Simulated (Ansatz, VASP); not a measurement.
# Two plane-wave programs on SrMo2

```
CELL_PARAMETERS angstrom
3.18088 0.00000 0.00000
0.00000 7.91549 0.00000
0.00000 0.00000 5.98012
ATOMIC_POSITIONS crystal
Sr 0.50000 0.50000 0.50000
Sr 0.00000 0.00000 0.00000
Mo 0.26088 0.89218 0.50000
Mo 0.76088 0.60782 0.00000
Mo 0.73912 0.10782 0.50000
Mo 0.23912 0.39218 0.00000
```

Alike in both runs: functional PBE; k mesh 10 × 6 × 6; occupations gaussian, width 0.1 eV; no spin polarisation.

Ansatz relaxed the structure, and its values are those at the end. VASP's run is a single point on that final structure, the one shown.

|  | VASP | Ansatz |
| --- | --- | --- |
| version | VASP 6.6.1 | Ansatz 0.2.0 |
| potentials or method | VASP PAW PBE potentials, release 64 (Sr_sv, Mo_sv), cutoff 520 eV | scalar-relativistic, plane waves, PAW |
| valence electrons in the cell | 76 | 76 |

|  | VASP | Ansatz | Ansatz less VASP |
| --- | --- | --- | --- |
| gap on the k mesh at the Fermi level (eV) | none | none | - |
| pressure (GPa) | 0.5 | 0.0 | -0.54 |
| rms of the force components (eV/Å) | 0.080 | 0.000 | -0.0801 |

A gap of «none» marks a metal or a gap that the smearing closes.
